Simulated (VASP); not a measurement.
# MgO (Amm2) in VASP: a series of runs

Runs on MgO. Level: LDA. Tasks: single point.

All numbers are computed with VASP 6.6.1; they aren't measurements. Logs are shortened: lines on timing, memory, paths and dates and some standing lists are left out, and cuts for length are marked.

## (1) The cell of the first run

Symmetry: Amm2, No. 38, orthorhombic system. The conventional cell has a = 2.680 Å, b = 2.938 Å, c = 5.012 Å, α = 90.00°, β = 90.00°, γ = 90.00°. Mg (site symmetry mm2) has 6 O at 2.14 to 2.16 Å and 8 Mg at 2.68 to 2.94 Å within 3.0 Å. O (site symmetry mm2) has 6 Mg at 2.14 to 2.16 Å and 8 O at 2.68 to 2.94 Å within 3.0 Å.

## (2) Single point, LDA (strain -0.0150 x Voigt [0, 1, 0, 0, 0, 0])

File INCAR:

```
  PREC = Accurate
  ENCUT = 840
  EDIFF = 1E-6
  ISMEAR = 0
  SIGMA = 0.05
  LREAL = F
  LASPH = T
  NELM = 120
  ALGO = Normal
  ISIF = 2
  LWAVE = F
  LCHARG = F
  NBANDS = 15
  GGA_COMPAT = F
```

File KPOINTS:

```
Automatic mesh
0
Gamma
  9 9 8
```

File POSCAR:

```
MgO
1.0
    2.9380209034      0.0000000000      0.0000000000
   -1.4690104517      2.5062347281      0.0000000000
    0.0000000000      0.0000000000      2.6796800000
Mg O
1 1
Direct
    0.0000000000      0.0000000000      0.0000000000
    0.3333333333      0.6666666667      0.5000000000
```

Potentials or basis: VASP PAW LDA potentials, release 64 (Mg_sv, O).

Command:

```console
$ cat potpaw_LDA.64/Mg_sv/POTCAR potpaw_LDA.64/O/POTCAR > POTCAR
$ mpirun -np 1 vasp_std > vasp.out
```

OUTCAR:

```text
PREC = Accurate
   ENCUT = 840
   EDIFF = 1E-6
   ISMEAR = 0
   LREAL = F
   LASPH = T
   NELM = 120
   ISIF = 2

 ion  position               nearest neighbor table
   1  0.000  0.000  0.000-
   2  0.333  0.667  0.500-

  Warning from LATTYP: Monoclinic adjustment (A1->A3, A2->A1, A3->A2)!
  LATTYP: Found a base centered orthorhombic cell.
 ALAT       =     2.9380209034
 B/A-ratio  =     1.7060700455
 C/A-ratio  =     0.9120697531

  Lattice vectors:

 A1 = (   1.4690104517,  -2.5062347281,   0.0000000000)
 A2 = (   1.4690104517,   2.5062347281,   0.0000000000)
 A3 = (   0.0000000000,   0.0000000000,   2.6796800000)

Analysis of symmetry for initial positions (statically):
=====================================================================
 Subroutine PRICEL returns:
 Original cell was already a primitive cell.

 Routine SETGRP: Setting up the symmetry group for a
 base centered orthorhombic supercell.

 Subroutine GETGRP returns: Found  4 space group operations
 (whereof  4 operations were pure point group operations)
 out of a pool of  8 trial point group operations.

The static configuration has the point symmetry C_2v.

Analysis of symmetry for dynamics (positions and initial velocities):
=====================================================================
 Subroutine PRICEL returns:
 Original cell was already a primitive cell.

 Routine SETGRP: Setting up the symmetry group for a
 base centered orthorhombic supercell.

 Subroutine GETGRP returns: Found  4 space group operations
 (whereof  4 operations were pure point group operations)
 out of a pool of  8 trial point group operations.

The dynamic configuration has the point symmetry C_2v.

 Subroutine INISYM returns: Found  4 space group operations
 (whereof  4 operations are pure point group operations),
 and found     1 'primitive' translations

----------------------------------------------------------------------------------------

                                     Primitive cell

  volume of cell :      19.7315

  direct lattice vectors                    reciprocal lattice vectors
     2.938020903  0.000000000  0.000000000     0.340365175  0.199502463  0.000000000
    -1.469010452  2.506234728  0.000000000     0.000000000  0.399004925  0.000000000
     0.000000000  0.000000000  2.679680000     0.000000000  0.000000000  0.373178887

  length of vectors
[... 90 lines left out ...]
   POTIM  = 0.5000    time-step for ionic-motion
   TEBEG  =    0.0;   TEEND  =   0.0 temperature during run
   PSTRESS=    0.0 pullay stress
   NELECT =      16.0000    total number of electrons
   NUPDOWN=      -1.0000    fix difference up-down
   EMIN   =  10.00;   EMAX   =-10.00  energy-range for DOS
   EFERMI =   0.00;   METHOD = LEGACY
   ISMEAR =     0;   SIGMA  =   0.05  broadening in eV -4-tet -1-fermi 0-gaus
   EFERMI_NEDOS =   21; number of points for ismear=-14 and -15
   IALGO  =     38    algorithm
   IMIX   =      4    mixing-type and parameters
     AMIX     =   0.40;   BMIX     =  1.00
     AMIX_MAG =   1.60;   BMIX_MAG =  1.00
  volume/ion in A,a.u.               =       9.87        66.58
  Fermi-wavevector in a.u.,A,eV,Ry     =   1.526611  2.884876 31.708925  2.330540
  Thomas-Fermi vector in A             =   2.634620
   LORBIT       =      0    0 simple, 1 ext, 2 COOP (PROOUT), +10 PAW based schemes
   GGA     = CA    functional components
   LHFCALC =     F    Hartree Fock is set to
   AEXX    =    0.0000 exact exchange contribution
   IVDW    =     0    specifies the selected vdW correction
   LEPSILON=     F    determine dielectric tensor
   LRPA    =     F    only Hartree local field effects (RPA)
 non-spin polarized calculation
 Gauss-broadening in eV      SIGMA  =   0.05
  energy-cutoff  :      840.00
  volume of cell :       19.73
 maximum number of plane-waves:      1113
   NGX = 13   NGY = 13   NGZ = 13

 number of electron      16.0000013 magnetization

 Free energy of the ion-electron system (eV)
  ---------------------------------------------------
  ext. energy  EPLUGINS =         0.00000000
  ---------------------------------------------------
  free energy    TOTEN  =       -12.50986289 eV

  energy without entropy =      -12.50986289  energy(sigma->0) =      -12.50986289

 E-fermi :   3.0186     XC(G=0): -11.6272

 val. band max:        2.7839181231   @ k =   0.0000   0.0000   0.5000
 cond. band min:       5.8765563209   @ k =   0.0000   0.0000   0.0000
 fundamental gap:      3.0926381978
 Fermi energy:         3.0186034105

 k-point     1 :       0.0000    0.0000    0.0000
  band No.  band energies     occupation
      1     -69.5205      2.00000
      2     -36.9944      2.00000
      3     -36.9932      2.00000
      4     -36.9340      2.00000
      5     -14.4027      2.00000
      6       2.2049      2.00000
      7       2.2872      2.00000
      8       2.3446      2.00000
      9       5.8766      0.00000
     10      14.4626      0.00000
     11      18.1829      0.00000
     12      18.5431      0.00000
     13      22.7157      0.00000
     14      23.4874      0.00000
[... 401 lines left out ...]
      2     -37.0745      2.00000
      3     -37.0123      2.00000
      4     -36.9246      2.00000
      5     -13.2681      2.00000
      6      -2.0389      2.00000
      7       1.4513      2.00000
      8       2.7142      2.00000
      9       9.2321      0.00000
     10      13.3765      0.00000
     11      15.8808      0.00000
     12      20.3527      0.00000
     13      21.5578      0.00000
     14      24.6409      0.00000
     15      27.5383      0.00000

 [... further k-points ...]

------------------------ aborting loop because EDIFF is reached ----------------------------------------

  FORCE on cell =-STRESS in cart. coord.  units (eV):
  Direction    XX          YY          ZZ          XY          YZ          ZX
  --------------------------------------------------------------------------------------
  -------------------------------------------------------------------------------------
  Total       -0.9230105     -0.4889045     -1.2768705      0.0000000      0.0000000      0.0000000
  in kB      -74.9475911    -39.6985856   -103.6806920      0.0000000      0.0000000      0.0000000
  external PRESSURE =     -72.7756229 kB  Pullay stress =       0.0000000 kB

 VOLUME and BASIS-vectors are now :
 -----------------------------------------------------------------------------
  energy-cutoff  :      840.00
  volume of cell :       19.73
      direct lattice vectors                 reciprocal lattice vectors
     2.938020903  0.000000000  0.000000000     0.340365175  0.199502463  0.000000000
    -1.469010452  2.506234728  0.000000000     0.000000000  0.399004925  0.000000000
     0.000000000  0.000000000  2.679680000     0.000000000  0.000000000  0.373178887

 POSITION                                       TOTAL-FORCE (eV/Angst)
 -----------------------------------------------------------------------------------
      0.00000      0.00000      0.00000         0.000000      0.001068      0.000000
     -0.00000      1.67082      1.33984        -0.000000     -0.001068      0.000000
 -----------------------------------------------------------------------------------
    total drift:                                0.000000      0.000141     -0.000000

  FREE ENERGIE OF THE ION-ELECTRON SYSTEM (eV)
  ---------------------------------------------------
  free  energy   TOTEN  =       -12.5098628864 eV

  energy  without entropy=      -12.5098628864  energy(sigma->0) =      -12.50986289
```

stdout:

```text
POSCAR found type information on POSCAR MgO
 POSCAR found :  2 types and       2 ions
 scaLAPACK will be used
 LDA part: xc-table for (Slater(with rela. corr.)+CA(PZ))
 , standard interpolation
 POSCAR, INCAR and KPOINTS ok, starting setup
 FFT: planning ... GRIDC
 FFT: planning ... GRID_SOFT
 FFT: planning ... GRID
 WAVECAR not read
 entering main loop
```

It took 88 s on 1 thread of AMD EPYC 7R43 (Zen 3), shared host; peak memory 0.14 GiB.

Results:

| Property | Result |
| --- | --- |
| Free energy | -12.5099 eV |
| Pressure | -7.3 GPa |
| Band gap on the k mesh | 3.09 eV (least direct gap 3.53 eV) |

Levels at points of the mesh, in eV from the valence-band top:
```csv
k point,band 4,band 5,band 6,band 7,band 8,band 9,band 10,band 11,band 12,band 13
"(0.00, 0.00, 0.00)",-39.72,-17.19,-0.58,-0.50,-0.44,3.09,11.68,15.40,15.76,19.93
"(0.00, 0.00, 0.50)",-39.77,-16.03,-5.47,-0.06,0.00,8.37,8.98,17.28,17.67,18.35
```

Caveat: the cell differs from its parent crystal (strain -0.0150 x Voigt [0, 1, 0, 0, 0, 0]); the stress differs along the axes, from -10 to -4 GPa.

## (3) Single point, LDA (strain +0.0300 x Voigt [0, 1, 0, 0, 0, 0])

File INCAR:

```
SYSTEM = MgO
PREC = Accurate
ENCUT = 840
EDIFF = 1E-6
ISMEAR = 0
SIGMA = 0.05
LREAL = .FALSE.
LASPH = .TRUE.
NELM = 120
ALGO = Normal
ISIF = 2
LWAVE = .FALSE.
LCHARG = .TRUE.
LELF = .TRUE.
LVHAR = .TRUE.
NBANDS = 15
GGA_COMPAT = .FALSE.
```

File KPOINTS:

```
Automatic mesh
0
G
  9 9 8
  0 0 0
```

File POSCAR:

```
MgO
1.0
    2.9380209034      0.0000000000      0.0000000000
   -1.4690104517      2.6207327614      0.0000000000
    0.0000000000      0.0000000000      2.6796800000
Mg O
1 1
Direct
    0.0000000000      0.0000000000      0.0000000000
    0.3333333333      0.6666666667      0.5000000000
```

Potentials or basis: VASP PAW LDA potentials, release 64 (Mg_sv, O).

Command:

```console
$ cat potpaw_LDA.64/Mg_sv/POTCAR potpaw_LDA.64/O/POTCAR > POTCAR
$ mpirun -np 1 vasp_std > vasp.out
```

It took 41 s on 1 thread of AMD EPYC 9R45 (Zen 5), shared host; peak memory 0.16 GiB.

Results (log left out):

- Free energy: -12.4519 eV
- Pressure: -12.0 GPa
- Largest force: 0.035 eV/Å
- Band gap on the k mesh: 2.65 eV (least direct gap 3.02 eV)

Forces in eV/Å, atoms in the order of the input:
```
Mg   0.000 -0.035  0.000
O    0.000  0.035  0.000
```

Stress tensor (GPa, compression positive):
```
-10.53   0.00   0.00
  0.00 -17.09   0.00
  0.00   0.00  -8.46
```

Levels at points of the mesh, in eV from the valence-band top:
| k point | band 6 | band 7 | band 8 | band 9 | band 10 | band 11 |
| --- | --- | --- | --- | --- | --- | --- |
| (0.00, 0.00, 0.00) | -0.84 | -0.68 | -0.37 | 2.65 | 11.51 | 14.45 |
| (0.00, 0.00, 0.50) | -5.33 | -0.29 | -0.17 | 7.71 | 8.63 | 16.59 |

Caveat: the cell differs from its parent crystal (strain +0.0300 x Voigt [0, 1, 0, 0, 0, 0]); the stress differs along the axes, from -17 to -8 GPa. A k mesh can miss the band edges.

## (4) Single point, LDA (strain +0.0150 x Voigt [0, 1, 0, 0, 0, 0])

File INCAR:

```
SYSTEM = MgO
PREC = Accurate
ENCUT = 840
EDIFF = 1E-6
ISMEAR = 0
SIGMA = 0.05
LREAL = .False.
LASPH = .True.
NELM = 120
ALGO = Normal
ISIF = 2
LWAVE = .False.
LCHARG = .False.
NBANDS = 15
GGA_COMPAT = .False.
```

File KPOINTS:

```
Automatic mesh
0
Gamma
  9 9 8
  0 0 0
```

File POSCAR:

```
MgO
1.0
    2.9380209034      0.0000000000      0.0000000000
   -1.4690104517      2.5825667503      0.0000000000
    0.0000000000      0.0000000000      2.6796800000
Mg O
1 1
Direct
    0.0000000000      0.0000000000      0.0000000000
    0.3333333333      0.6666666667      0.5000000000
```

Potentials or basis: VASP PAW LDA potentials, release 64 (Mg_sv, O).

Command:

```console
$ cat potpaw_LDA.64/Mg_sv/POTCAR potpaw_LDA.64/O/POTCAR > POTCAR
$ mpirun -np 1 vasp_std > vasp.out
```

OUTCAR:

```text
SYSTEM = MgO
   PREC = Accurate
   ENCUT = 840
   EDIFF = 1E-6
   ISMEAR = 0
   LREAL = .False.
   LASPH = .True.
   NELM = 120
   ISIF = 2

 ion  position               nearest neighbor table
   1  0.000  0.000  0.000-
   2  0.333  0.667  0.500-

  LATTYP: Found a base centered orthorhombic cell.
 ALAT       =     2.9380209034
 B/A-ratio  =     1.7580315697
 C/A-ratio  =     0.9120697531

  Lattice vectors:

 A1 = (   1.4690104517,  -2.5825667503,   0.0000000000)
[... 616 lines left out ...]
 [... further k-points ...]

------------------------ aborting loop because EDIFF is reached ----------------------------------------

  FORCE on cell =-STRESS in cart. coord.  units (eV):
  Direction    XX          YY          ZZ          XY          YZ          ZX
  --------------------------------------------------------------------------------------
  -------------------------------------------------------------------------------------
  Total       -1.2267400     -1.6533152     -1.1587357      0.0000000      0.0000000      0.0000000
  in kB      -96.6659990   -130.2797324    -91.3073187      0.0000000      0.0000000      0.0000000
  external PRESSURE =    -106.0843500 kB  Pullay stress =       0.0000000 kB

 VOLUME and BASIS-vectors are now :
 -----------------------------------------------------------------------------
  energy-cutoff  :      840.00
  volume of cell :       20.33
      direct lattice vectors                 reciprocal lattice vectors
     2.938020903  0.000000000  0.000000000     0.340365175  0.193605838  0.000000000
    -1.469010452  2.582566750  0.000000000     0.000000000  0.387211676  0.000000000
     0.000000000  0.000000000  2.679680000     0.000000000  0.000000000  0.373178887

 POSITION                                       TOTAL-FORCE (eV/Angst)
 -----------------------------------------------------------------------------------
      0.00000      0.00000      0.00000        -0.000000     -0.012383      0.000000
     -0.00000      1.72171      1.33984         0.000000      0.012383      0.000000
 -----------------------------------------------------------------------------------
    total drift:                               -0.000000     -0.000296     -0.000000

  FREE ENERGIE OF THE ION-ELECTRON SYSTEM (eV)
  ---------------------------------------------------
  free  energy   TOTEN  =       -12.4793260630 eV

  energy  without entropy=      -12.4793260630  energy(sigma->0) =      -12.47932606
```

stdout:

```text
POSCAR found type information on POSCAR MgO
 POSCAR found :  2 types and       2 ions
 scaLAPACK will be used
 LDA part: xc-table for (Slater(with rela. corr.)+CA(PZ))
 , standard interpolation
 POSCAR, INCAR and KPOINTS ok, starting setup
 FFT: planning ... GRIDC
 FFT: planning ... GRID_SOFT
 FFT: planning ... GRID
 WAVECAR not read
 entering main loop
```

Wall time 21 s (1 thread of Intel Xeon 6975P-C (Granite Rapids), shared host); peak memory 0.19 GiB.

Results:

* Free energy: -12.4793 eV
* Pressure: -10.6 GPa
* Largest force: 0.012 eV/Å
* Band gap on the k mesh: 2.81 eV (least direct gap 3.19 eV)

Forces in eV/Å, atoms in the order of the input:
```
Mg   0.000 -0.012  0.000
O    0.000  0.012  0.000
```

Stress tensor (GPa, compression positive):
```
 -9.67   0.00   0.00
  0.00 -13.03   0.00
  0.00   0.00  -9.13
```

Caveat: the cell differs from its parent crystal (strain +0.0150 x Voigt [0, 1, 0, 0, 0, 0]); the cell stands under tension. A k mesh can miss the band edges.

(Part 1 of 2 ends here.)
